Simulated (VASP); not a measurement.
A run of VASP 6.6.1 is set up as follows.

File POSCAR:

```
Ga2O3
1.0
    2.4922599282      1.4389069404      4.4806442070
   -2.4922599282      1.4389069404      4.4806442070
    0.0000000000     -2.8778138808      4.4806442070
Ga O
4 6
Direct
    0.8554260990      0.8554260990      0.8554260990
    0.3554260990      0.3554260990      0.3554260990
    0.1445739010      0.1445739010      0.1445739010
    0.6445739010      0.6445739010      0.6445739010
    0.4463667103      0.0536332897      0.7500000000
    0.0536332897      0.7500000000      0.4463667103
    0.5536332897      0.9463667103      0.2500000000
    0.2500000000      0.5536332897      0.9463667103
    0.9463667103      0.2500000000      0.5536332897
    0.7500000000      0.4463667103      0.0536332897
```

INCAR.step1

```
SYSTEM = Ga2O3
  PREC = Accurate
  ENCUT = 520
  ISMEAR = 0
  SIGMA = 0.01
  LREAL = .False.
  LASPH = .True.
  NELM = 80
  NBANDS = 55
  GGA = PE
  ALGO = Normal
  EDIFF = 1E-4
  LWAVE = .True.
  LCHARG = .False.
```

File INCAR.step2:

```
SYSTEM = Ga2O3
  PREC = Accurate
  ENCUT = 520
  EDIFF = 1E-7
  ISMEAR = 0
  SIGMA = 0.01
  LREAL = .False.
  LASPH = .True.
  NELM = 80
  ALGO = Normal
  ISIF = 2
  LWAVE = .False.
  LCHARG = .True.
  METAGGA = R2SCAN
  LMIXTAU = .True.
  LELF = .True.
  LVHAR = .True.
  NBANDS = 55
  ISTART = 1
```

Contents of KPOINTS:

```
regular mesh
0
Gamma
  6 6 6
  0 0 0
```

Potentials or basis: VASP PAW PBE potentials, release 64 (Ga_d, O).

Launch:

```sh
$ cat potpaw_PBE.64/Ga_d/POTCAR potpaw_PBE.64/O/POTCAR > POTCAR
$ cp INCAR.step1 INCAR
$ mpirun -np 1 vasp_std > vasp.out
$ cp INCAR.step2 INCAR
$ mpirun -np 1 vasp_std > vasp.out
```

Question: Predict the largest force.

Answer: 0.041 eV/Å.

Question: Predict the pressure.

Answer: 1.9 GPa.

Question: Estimate the band gap on the k mesh.

Answer: 3.54 eV (least direct gap 3.80 eV).

Stress tensor (GPa, compression positive):
```
2.14 0.00 0.00
0.00 2.14 0.00
0.00 0.00 1.46
```

Caveat: the PAW data sets were made with another functional, which shifts forces and pressure a little. A k mesh can miss the band edges.
